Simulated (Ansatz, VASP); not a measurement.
## Two plane-wave programs on TiO2

```
CELL_PARAMETERS angstrom
5.14500 0.00000 0.00000
0.00000 9.18500 0.00000
0.00000 0.00000 5.44700
ATOMIC_POSITIONS crystal
Ti 0.13861 0.12899 0.90557
Ti 0.63861 0.37101 0.09443
Ti 0.86139 0.62899 0.59443
Ti 0.36139 0.87101 0.40557
Ti 0.86139 0.87101 0.09443
Ti 0.36139 0.62899 0.90557
Ti 0.13861 0.37101 0.40557
Ti 0.63861 0.12899 0.59443
O 0.46460 0.22990 0.89124
O 0.96460 0.27010 0.10876
O 0.53540 0.72990 0.60876
O 0.03540 0.77010 0.39124
O 0.53540 0.77010 0.10876
O 0.03540 0.72990 0.89124
O 0.46460 0.27010 0.39124
O 0.96460 0.22990 0.60876
O 0.81604 0.00977 0.85064
O 0.31604 0.49023 0.14936
O 0.18396 0.50977 0.64936
O 0.68396 0.99023 0.35064
O 0.18396 0.99023 0.14936
O 0.68396 0.50977 0.85064
O 0.81604 0.49023 0.35064
O 0.31604 0.00977 0.64936
```

Alike in both runs: functional PBE; k mesh 5 × 3 × 5; occupations fermi-dirac, width 0.02 eV; no spin polarisation.

Ansatz relaxed the structure, and its values are those at the end. VASP's run is a single point on that final structure, the one shown.

|  | VASP | Ansatz |
| --- | --- | --- |
| version | VASP 6.6.1 | Ansatz 0.2.0 |
| potentials or method | VASP PAW PBE potentials, release 64 (Ti_sv, O) | plane-wave PAW, scalar-relativistic |
| plane-wave cutoff (eV) | 520 | 420 |
| valence electrons in the cell | 192 | 192 |

```csv
,VASP,Ansatz,Ansatz less VASP
gap on the k mesh at the Fermi level (eV),2.36,2.38,+0.022
pressure (GPa),5.4,4.8,-0.66
rms of the force components (eV/Å),0.026,0.009,-0.0167
```

The functional is the same, so the differences come from potentials, cutoffs and numerics. Ansatz's warnings: stress scf threshold loose.
